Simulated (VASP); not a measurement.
The system is Sn.

```xyz
3
Lattice="5.8212 0.0000 0.0000 -2.9106 5.0413 0.0000 0.0000 0.0000 2.8846" Properties=species:S:1:pos:R:3 pbc="T T T"
Sn    0.0000    0.0000    0.0000
Sn    0.0000    3.3609    1.4423
Sn    2.9106    1.6804    1.4423
```

This isn't the form of Sn at room conditions, which is tetragonal (white tin).

- Program: VASP 6.6.1
- Task: relaxation of cell and atoms
- Functional: r2SCAN
- Potentials or basis: VASP PAW PBE potentials, release 64 (Sn_d)
- Cutoff: 600 eV
- k mesh: 3 × 3 × 6
- Occupations: gaussian, width 0.1 eV
- Spin: no spin polarisation

At the start: pressure 0.3 GPa; volume 28.22 Å³/atom.

Problem. How do energy, volume and symmetry change on relaxing?

Solution. Over 7 steps the energy falls by 180.5 meV/atom and the volume is 27.42 Å³/atom (-2.8 %); space group P6/mmm (No. 191, to 0.1 Å) before and after.

Step by step:
| step | energy change (eV) | largest force (eV/Å) | pressure (GPa) | volume (Å³) |
| --- | --- | --- | --- | --- |
| 1 | 0.0000 | 0.0000 | 0.32 | 84.65 |
| 2 | -0.5230 | 0.0000 | -1.37 | 84.80 |
| 3 | -0.5272 | 0.0000 | -1.40 | 84.77 |
| 4 | -0.5297 | 0.0000 | -1.46 | 84.71 |
| 5 | -0.5296 | 0.0000 | -1.45 | 84.73 |
| 6 | -0.5403 | 0.0000 | 0.48 | 81.55 |
| 7 | -0.5414 | 0.0000 | -0.01 | 82.26 |

Final structure:
```
Sn
1.0
     5.46195    0.00000    0.00000
    -2.73097    4.73018    0.00000
     0.00000    0.00000    3.18399
Sn
3
Cartesian
  0.0000 0.0000 0.0000
  0.0000 3.1535 1.5920
  2.7310 1.5767 1.5920
```

Caveat: the k points lie up to 0.44 Å⁻¹ apart in the final cell, too coarse for converged energies and pressures of a metal; the PAW data sets were made with another functional, which shifts forces and pressure a little.
